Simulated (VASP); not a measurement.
# AlN: single point with PBE

Crystal: AlN.

```
Al N
1.0
    -3.13024    0.00000    0.00000
     0.00000    0.00000   -5.01798
     0.00000   -5.42173    0.00000
Al N
4 4
Cartesian
  -1.5651 -0.9036 -5.0093
  0.0000 -3.6145 -5.0093
  0.0000 -1.8072 -2.5003
  -1.5651 -4.5181 -2.5003
  -1.5651 -0.9036 -3.0947
  0.0000 -3.6145 -3.0947
  0.0000 -1.8072 -0.5857
  -1.5651 -4.5181 -0.5857
```

```json
{
 "Program": "VASP 6.6.1",
 "Task": "single point",
 "Functional": "PBE",
 "Potentials or basis": "VASP PAW PBE potentials, release 64 (Al, N)",
 "Cutoff": "520 eV",
 "k mesh": "8 × 4 × 4",
 "Occupations": "gaussian, width 0.05 eV",
 "Spin": "no spin polarisation"
}
```

The pressure is -0.3 GPa and the band gap on the k mesh is 4.04 eV.

Levels at points of the mesh, in eV from the valence-band top:
| k point | band 13 | band 14 | band 15 | band 16 | band 17 | band 18 | band 19 | band 20 |
| --- | --- | --- | --- | --- | --- | --- | --- | --- |
| (0.00, 0.00, 0.00) | -0.68 | -0.20 | -0.20 | 0.00 | 4.04 | 5.76 | 5.76 | 6.51 |
| (0.50, 0.00, 0.00) | -1.77 | -1.77 | -1.41 | -1.41 | 5.71 | 5.71 | 7.76 | 7.76 |
| (0.00, 0.50, 0.00) | -0.53 | -0.53 | -0.53 | -0.53 | 5.24 | 5.24 | 6.31 | 6.31 |
| (0.50, 0.50, 0.00) | -0.96 | -0.96 | -0.96 | -0.96 | 6.57 | 6.57 | 6.57 | 6.57 |
| (0.00, 0.00, 0.50) | -0.43 | -0.43 | -0.41 | -0.41 | 6.06 | 6.06 | 7.50 | 7.50 |
| (0.50, 0.00, 0.50) | -1.74 | -1.74 | -0.68 | -0.68 | 5.76 | 5.76 | 5.76 | 5.76 |
| (0.00, 0.50, 0.50) | -1.02 | -1.02 | -1.02 | -1.02 | 6.44 | 6.44 | 6.44 | 6.44 |
| (0.50, 0.50, 0.50) | -1.35 | -1.35 | -1.35 | -1.35 | 5.24 | 5.24 | 5.24 | 5.24 |

Run time: 63 s on 1 thread of Intel(R) Xeon(R) Platinum 8375C CPU @ 2.90GHz (Ice Lake) (shared host), peak memory 0.22 GiB.

As with any semilocal functional, this PBE gap is likely too small.
